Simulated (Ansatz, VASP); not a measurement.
**KCl: VASP beside Ansatz**

```
K Cl
1.0
     0.00000    3.03823    3.03823
     3.03823    0.00000    3.03823
     3.03823    3.03823    0.00000
K Cl
1 1
Cartesian
  0.0000 0.0000 0.0000
  3.0382 3.0382 3.0382
```

Alike in both runs: functional LDA; k mesh 6 × 6 × 6; occupations gaussian, width 0.02 eV; no spin polarisation.

Ansatz relaxed the structure, and its values are those at the end. VASP's run is a single point on that final structure, the one shown.

|  | VASP | Ansatz |
| --- | --- | --- |
| version | VASP 6.6.1 | Ansatz 0.2.0 |
| potentials or method | VASP PAW LDA potentials, release 64 (K_sv, Cl), cutoff 500 eV | scalar-relativistic, plane waves, PAW |
| valence electrons in the cell | 16 | 16 |

|  | VASP | Ansatz | Ansatz less VASP |
| --- | --- | --- | --- |
| gap on the k mesh at the Fermi level (eV) | 5.12 | 5.11 | -0.004 |
| least direct gap on the mesh (eV) | 5.12 | 5.11 | -0.004 |
| pressure (GPa) | 0.1 | 0.0 | -0.09 |

LDA's correlation is that of Perdew and Zunger in VASP and of Perdew and Wang (1992) in Ansatz.
